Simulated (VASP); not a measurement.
Here is a VASP 6.6.1 calculation.

The input INCAR:

```
  PREC = Accurate
  ENCUT = 520
  EDIFF = 1E-7
  ISMEAR = 0
  SIGMA = 0.15
  LREAL = False
  LASPH = True
  NELM = 80
  ALGO = Fast
  ISIF = 2
  LWAVE = False
  LCHARG = False
  GGA = PS
  NBANDS = 12
```

The input KPOINTS:

```
Automatic mesh
0
Gamma
  20 20 20
```

Contents of POSCAR:

```
Ag
1.0
    0.0000000000      2.2065480000      1.8796520000
    2.2065480000      0.0000000000      1.8796520000
    2.2065480000      2.2065480000      0.0000000000
Ag
1
Direct
    0.0000000000      0.0000000000      0.0000000000
```

Potentials or basis: VASP PAW PBE potentials, release 64 (Ag).

Launch:

```bash
$ cat potpaw_PBE.64/Ag/POTCAR > POTCAR
$ mpirun -np 1 vasp_std > vasp.out
```

(1) Predict the band gap on the k mesh.

(2) Estimate the pressure.

## Answers

(1) zero (an odd number of electrons rules out a gap without spin polarisation).

(2) -8.2 GPa.

Caveat: the cell differs from its parent crystal (strain +0.080 along x and y, -0.080 along z); the cell stands under tension; the PAW data sets were made with another functional, which shifts forces and pressure a little.
